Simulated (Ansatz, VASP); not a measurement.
MgO in VASP and in Ansatz

Contents of INCAR:

```
ALGO = Normal
EDIFF = 1E-7
ENCUT = 520
GGA = PE
ISIF = 2
ISMEAR = 0
LASPH = True
LCHARG = True
LELF = True
LREAL = False
LVHAR = True
LWAVE = False
NBANDS = 26
NELM = 100
PREC = Accurate
SIGMA = 0.05
```

File KPOINTS:

```
k-points
0
Gamma
  6 6 6
```

File POSCAR:

```
MgO
1.0
    4.2538458108      0.0000000000      0.0000000000
    0.0000000000     -4.2538458108      0.0000000000
    0.0000000000      0.0000000000     -4.2538458108
Mg O
4 4
Direct
    0.0000000000      0.0000000000      0.0000000000
    0.5000000000      0.5000000000      0.0000000000
    0.5000000000      0.0000000000      0.5000000000
    0.0000000000      0.5000000000      0.5000000000
    0.4588607562      0.0000000000      0.0000000000
    0.0000000000      0.5000000000      0.0000000000
    0.0000000000      0.0000000000      0.5000000000
    0.5000000000      0.5000000000      0.5000000000
```

Input for Ansatz:

```yaml
crystal:
  lattice:
    - [4.2538458108, 0.0, 0.0]
    - [0.0, -4.2538458108, 0.0]
    - [0.0, 0.0, -4.2538458108]
  atoms:
    - { symbol: Mg, position: [0.0, 0.0, 0.0] }
    - { symbol: Mg, position: [0.5, 0.5, 0.0] }
    - { symbol: Mg, position: [0.5, 0.0, 0.5] }
    - { symbol: Mg, position: [0.0, 0.5, 0.5] }
    - { symbol: O, position: [0.4588607562, 0.0, 0.0] }
    - { symbol: O, position: [0.0, 0.5, 0.0] }
    - { symbol: O, position: [0.0, 0.0, 0.5] }
    - { symbol: O, position: [0.5, 0.5, 0.5] }
basis:
  ecutwfc: 420
kpoints:
  mp_grid: { grid: [6, 6, 6] }
hamiltonian:
  xc: pbe
scf:
  occupations: { method: gaussian, width: 0.05 }
output:
  forces: true
  stress: true
  eigenvalues: true
```

Alike in both runs: task single point; functional PBE; k mesh 6 × 6 × 6; occupations gaussian, width 0.05 eV; no spin polarisation.

|  | VASP | Ansatz |
| --- | --- | --- |
| version | VASP 6.6.1 | Ansatz 0.2.0 |
| potentials or method | VASP PAW PBE potentials, release 64 (Mg, O), cutoff 520 eV | scalar-relativistic, plane waves, PAW |
| valence electrons in the cell | 32 | 64 |

```csv
,VASP,Ansatz,Ansatz less VASP
gap on the k mesh at the Fermi level (eV),4.40,4.41,+0.018
least direct gap on the mesh (eV),4.40,4.41,+0.018
pressure (GPa),0.1,0.8,+0.74
"traceless stress, the component that is largest in VASP (GPa)",1.48,1.47,-0.014
rms of the force components (eV/Å),0.447,0.442,-0.0057
```

Atom by atom the forces differ by 0.006 eV/Å (rms over components). VASP's potentials hold 32 valence electrons a cell and Ansatz's 64, so a difference there can come from the potentials and not from the codes.
